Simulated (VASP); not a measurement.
# TiSi2: single point with LDA+U

Crystal: TiSi2.

```
CELL_PARAMETERS angstrom
4.37464 0.00000 0.00000
-2.18732 3.78855 0.00000
0.00000 0.00000 2.56101
ATOMIC_POSITIONS crystal
Ti 0.00000 0.00000 0.00000
Si 0.33333 0.66667 0.50000
Si 0.66667 0.33333 0.50000
```

```yaml
Program: VASP 6.6.1
Task: single point
Functional: LDA
Potentials_or_basis: VASP PAW LDA potentials, release 64 (Ti_sv, Si)
Cutoff: 520 eV
k_mesh: 7 × 7 × 10
Occupations: fermi-dirac, width 0.05 eV
Spin: no spin polarisation
Hubbard_terms: Ti d U = 2.0 eV
```

```json
{
  "Pressure": "-4.7 GPa",
  "Band gap on the k mesh": "zero (band 10 reaches 11.27 eV, above the bottom of band 11 at 8.66 eV)"
}
```

Stress tensor (GPa, compression positive):
```
-4.16  0.00  0.00
 0.00 -4.16  0.00
 0.00  0.00 -5.81
```

Levels at points of the mesh, in eV from the Fermi level:
```tsv
k point	band 8	band 9	band 10	band 11	band 12	band 13
(0.00, 0.00, 0.00)	-5.11	-1.73	-1.02	-1.02	3.02	3.02
(0.00, 0.00, 0.50)	-2.20	-0.86	-0.86	-0.84	-0.22	-0.22
```

Eigenvalues of the final occupation matrices:
```csv
site,spin,trace,eigenvalues
site 1 d,1,1.03,0.16 0.16 0.19 0.19 0.32
site 1 d,2,1.03,0.16 0.16 0.19 0.19 0.32
```

Wall time 59 s on 1 thread of Intel Xeon 6975P-C, on a shared host, peak memory 0.19 GiB.

Caveat: U without spin polarisation on a metal has little footing; the U is typed as a test and isn't derived for this compound.
